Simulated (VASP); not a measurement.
# WSe2 (P1) in VASP: notebook, part 2 of 2

VASP 6.6.1. Earlier steps stand in the parts before.

## Step 4: Single point, PBE

This run uses another cell than the first one, of 23.88 Å³/atom.

Contents of INCAR:

```
SYSTEM = WSe2
PREC = Accurate ; ENCUT = 520
EDIFF = 1E-6 ; ISMEAR = -1
SIGMA = 0.02 ; LREAL = .False.
LASPH = .True. ; NELM = 100
ALGO = Normal ; ISIF = 2
LWAVE = .False. ; LCHARG = .False.
GGA = PE ; NBANDS = 64
```

Contents of KPOINTS:

```
Automatic mesh
0
Gamma
  3 3 2
  0 0 0
```

Contents of POSCAR:

```
WSe2
1.0
    6.7219950000      0.0000000000      0.0000000000
   -3.3609980000      5.8214190000      0.0000000000
    0.0000000000      0.0000000000      7.3232520000
W Se
4 8
Direct
    0.0035341594      0.0035979200      0.0004319119
    0.0036311265      0.4992619497     -0.0031488743
    0.4962876029      0.0007024061     -0.0023231482
    0.5087718313      0.5031989623      0.0007641414
    0.1752659788      0.3402852466      0.2193053032
    0.1721585596      0.3352983182      0.7727002976
    0.1660516506      0.8302041135      0.2259651860
    0.1647773387      0.8437533873      0.7665135653
    0.6776606098      0.3302043711      0.2275519127
    0.6683228227      0.3378049235      0.7740992663
    0.6711371363      0.8443674987      0.2221377880
    0.6656175187      0.8446165789      0.7740892980
```

Potentials or basis: VASP PAW PBE potentials, release 64 (W_sv, Se).

The run is started by

```sh
cat potpaw_PBE.64/W_sv/POTCAR potpaw_PBE.64/Se/POTCAR > POTCAR
mpirun -np 1 vasp_std > vasp.out
```

OUTCAR:

```text
SYSTEM = WSe2
   PREC = Accurate
   ENCUT = 520
   EDIFF = 1E-6
   ISMEAR = -1
   LREAL = .False.
   LASPH = .True.
   NELM = 100
   ISIF = 2
   GGA = PE

 ion  position               nearest neighbor table
   1  0.004  0.004  0.000-  11 2.53   5 2.53   8 2.54   6 2.55   7 2.56  12 2.57   3 3.32   2 3.33
                             4 3.34   4 3.38   2 3.39   3 3.40
   2  0.004  0.499  0.997-   5 2.52   6 2.54   9 2.54  10 2.54   7 2.55   8 2.62   1 3.33   4 3.34
                             3 3.34   3 3.38   4 3.38   1 3.39
   3  0.496  0.001  0.998-  12 2.50  11 2.53   7 2.55   9 2.55  10 2.56   8 2.57   1 3.32   4 3.34
                             2 3.34   2 3.38   4 3.39   1 3.40
   4  0.509  0.503  0.001-   5 2.52  10 2.52  11 2.56   6 2.57  12 2.59   9 2.59   3 3.34   2 3.34
                             1 3.34   1 3.38   2 3.38   3 3.39
   5  0.175  0.340  0.219-   4 2.52   2 2.52   1 2.53
   6  0.172  0.335  0.773-   2 2.54   1 2.55   4 2.57
   7  0.166  0.830  0.226-   3 2.55   2 2.55   1 2.56
   8  0.165  0.844  0.767-   1 2.54   3 2.57   2 2.62
   9  0.678  0.330  0.228-   2 2.54   3 2.55   4 2.59
[... 869 lines left out ...]

------------------------ aborting loop because EDIFF is reached ----------------------------------------

  FORCE on cell =-STRESS in cart. coord.  units (eV):
  Direction    XX          YY          ZZ          XY          YZ          ZX
  --------------------------------------------------------------------------------------
  -------------------------------------------------------------------------------------
  Total       -2.1549009     -3.1425613      4.1479077     -0.2603303      1.2332976     -2.5956981
  in kB      -12.0477751    -17.5696584     23.1904214     -1.4554732      6.8952092    -14.5122162
  external PRESSURE =      -2.1423374 kB  Pullay stress =       0.0000000 kB

 VOLUME and BASIS-vectors are now :
 -----------------------------------------------------------------------------
  energy-cutoff  :      520.00
  volume of cell :      286.57
      direct lattice vectors                 reciprocal lattice vectors
     6.721995000  0.000000000  0.000000000     0.148765359  0.085889725  0.000000000
    -3.360998000  5.821419000  0.000000000     0.000000000  0.171779424  0.000000000
     0.000000000  0.000000000  7.323252000     0.000000000  0.000000000  0.136551357

 POSITION                                       TOTAL-FORCE (eV/Angst)
 -----------------------------------------------------------------------------------
      0.01166      0.02094      0.00316        -0.099763      0.002838     -0.371230
     -1.65361      2.90641      7.30019        -0.211386      0.642094     -0.331163
      3.33368      0.00409      7.30624        -0.115546      0.364011      0.050422
      1.72871      2.92933      0.00560        -0.201852      0.347247     -0.190174
      0.03444      1.98094      1.60603         0.088329     -0.182907      0.751197
      0.03031      1.95191      5.65868         0.120578      0.131808     -0.132560
     -1.67412      4.83297      1.65480        -0.108202      0.104244      0.003720
     -1.72822      4.91184      5.61337         0.294380     -0.561420      0.314734
      3.44541      1.92226      1.66642        -0.525593      0.202596     -0.057945
      3.35710      1.96650      5.66892         0.187866     -0.122711     -0.320151
      1.67346      4.91542      1.62677         0.093656     -0.445929      0.442550
      1.63552      4.91687      5.66885         0.477532     -0.481870     -0.159400
 -----------------------------------------------------------------------------------
    total drift:                               -0.000026     -0.000096      0.000360

  FREE ENERGIE OF THE ION-ELECTRON SYSTEM (eV)
  ---------------------------------------------------
  free  energy   TOTEN  =       -86.2444304837 eV

  energy  without entropy=      -86.2444304837  energy(sigma->0) =      -86.24443048
```

stdout:

```text
POSCAR found type information on POSCAR W Se
 POSCAR found :  2 types and      12 ions
 scaLAPACK will be used
 LDA part: xc-table for (Slater+PW92), standard interpolation
 POSCAR, INCAR and KPOINTS ok, starting setup
 FFT: planning ... GRIDC
 FFT: planning ... GRID_SOFT
 FFT: planning ... GRID
 WAVECAR not read
 entering main loop
```

Run time: 3.1 min. Hardware: 1 thread of Intel Xeon 6975P-C (Granite Rapids), shared host; peak memory 0.42 GiB.

What came out:

```
Free energy            : -86.2444 eV
Pressure               : -0.2 GPa
Largest force          : 0.778 eV/Å
Band gap on the k mesh : 1.19 eV
```

Forces on the atoms (eV/Å):
```
W   -0.100  0.003 -0.371
W   -0.211  0.642 -0.331
W   -0.116  0.364  0.050
W   -0.202  0.347 -0.190
Se   0.088 -0.183  0.751
Se   0.121  0.132 -0.133
Se  -0.108  0.104  0.004
Se   0.294 -0.561  0.315
Se  -0.526  0.203 -0.058
Se   0.188 -0.123 -0.320
Se   0.094 -0.446  0.443
Se   0.478 -0.482 -0.159
```

Stress tensor (GPa, compression positive):
```
-1.20 -0.15 -1.45
-0.15 -1.76  0.69
-1.45  0.69  2.32
```

Levels at points of the mesh, in eV from the valence-band top:
```
           k point  band 50  band 51  band 52  band 53  band 54  band 55
(0.00, 0.00, 0.00)    -1.14    -1.11    -0.58     2.00     2.02     2.05
(0.00, 0.00, 0.50)    -0.94    -0.94     0.00     2.01     2.03     2.06
```

Caveat: the k points lie up to 0.43 Å⁻¹ apart; the atoms stand as in a frame of molecular dynamics; spin-orbit coupling is left out, which moves the levels of the heavy elements; an odd mesh through Γ misses points on the zone boundary, where band edges can lie.

## Step 5: Overview

| cell | gap on the mesh (eV) | pressure (GPa) | largest force (eV/Å) |
| --- | --- | --- | --- |
| a = 6.660, b = 6.660, c = 7.256 Å, angles 90.0, 90.0, 120.0°, 12 atoms, atomic positions A | 1.30 | -0.5 | 1.09 |
| a = 6.682, b = 6.682, c = 7.279 Å, angles 90.0, 90.0, 120.0°, 12 atoms, atomic positions B | 1.27 | 0.9 | 0.97 |
| a = 6.722, b = 6.722, c = 7.323 Å, angles 90.0, 90.0, 120.0°, 12 atoms, atomic positions C | 1.19 | -0.2 | 0.78 |

Alike in all rows: task single point; level PBE; potentials or basis VASP PAW PBE potentials, release 64 (W_sv, Se); no spin polarisation; k mesh 3 × 3 × 2; cutoff (eV) 520; smearing fermi-dirac 0.02 eV.

Caveats: all runs use coarse meshes; the atoms stand as in a frame of molecular dynamics; spin-orbit coupling is left out, which moves the levels of the heavy elements; an odd mesh through Γ misses points on the zone boundary, where band edges can lie; forces of over 1 eV/Å act on the atoms, so gaps and moduli don't describe the material at rest (at least some runs).

Total energies depend on the potentials used, so only differences within one code and one set of settings carry meaning.
